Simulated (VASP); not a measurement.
The system is SiNi.

```
Si Ni
1.0
     4.49678    0.00000    0.00000
     0.00000    4.49678    0.00000
     0.00000    0.00000    4.49678
Si Ni
4 4
Cartesian
  3.8677 3.8677 3.8677
  2.8775 0.6291 1.6193
  1.6193 2.8775 0.6291
  0.6291 1.6193 2.8775
  0.6610 0.6610 0.6610
  1.5874 3.8358 2.9094
  2.9094 1.5874 3.8358
  3.8358 2.9094 1.5874
```

| Item | Value |
| --- | --- |
| Program | VASP 6.6.1 |
| Task | relaxation of cell and atoms |
| Functional | LDA |
| Potentials or basis | VASP PAW LDA potentials, release 64 (Si, Ni) |
| Cutoff | 600 eV |
| k mesh | 7 × 7 × 7 |
| Occupations | fermi-dirac, width 0.1 eV |
| Spin | collinear spin, ferromagnetic start |
| Starting moments | [0.0, 0.0, 0.0, 0.0, 1.0, 1.0, 1.0, 1.0] μB |

At the start: pressure -7.2 GPa; volume 11.37 Å³/atom.

Where does the relaxation end?

Over 10 steps the energy falls by 42.9 meV/atom and the volume is 10.88 Å³/atom (-4.2 %); space group P2_13 (No. 198, to 0.1 Å) before and after; moment 0.00 μB per cell.

Step by step:
| step | energy change (eV) | largest force (eV/Å) | pressure (GPa) | volume (Å³) |
| --- | --- | --- | --- | --- |
| 1 | 0.0000 | 1.1018 | -7.20 | 90.93 |
| 2 | -0.2162 | 0.6452 | 7.57 | 84.37 |
| 3 | -0.2308 | 0.7550 | 4.19 | 85.62 |
| 4 | -0.3397 | 0.1008 | 0.89 | 86.76 |
| 5 | -0.3418 | 0.0578 | 0.34 | 86.96 |
| 6 | -0.3418 | 0.0556 | 0.45 | 86.93 |
| 7 | -0.3423 | 0.0386 | -0.37 | 87.27 |
| 8 | -0.3424 | 0.0432 | -0.16 | 87.18 |
| 9 | -0.3429 | 0.0275 | -0.07 | 87.14 |
| 10 | -0.3432 | 0.0089 | 0.11 | 87.08 |

Final structure:
```
Si Ni
1.0
     4.43235    0.00000    0.00000
     0.00000    4.43235    0.00000
     0.00000    0.00000    4.43235
Si Ni
4 4
Direct
  0.84646 0.84646 0.84646
  0.65354 0.15354 0.34646
  0.34646 0.65354 0.15354
  0.15354 0.34646 0.65354
  0.14909 0.14909 0.14909
  0.35091 0.85091 0.64909
  0.64909 0.35091 0.85091
  0.85091 0.64909 0.35091
```
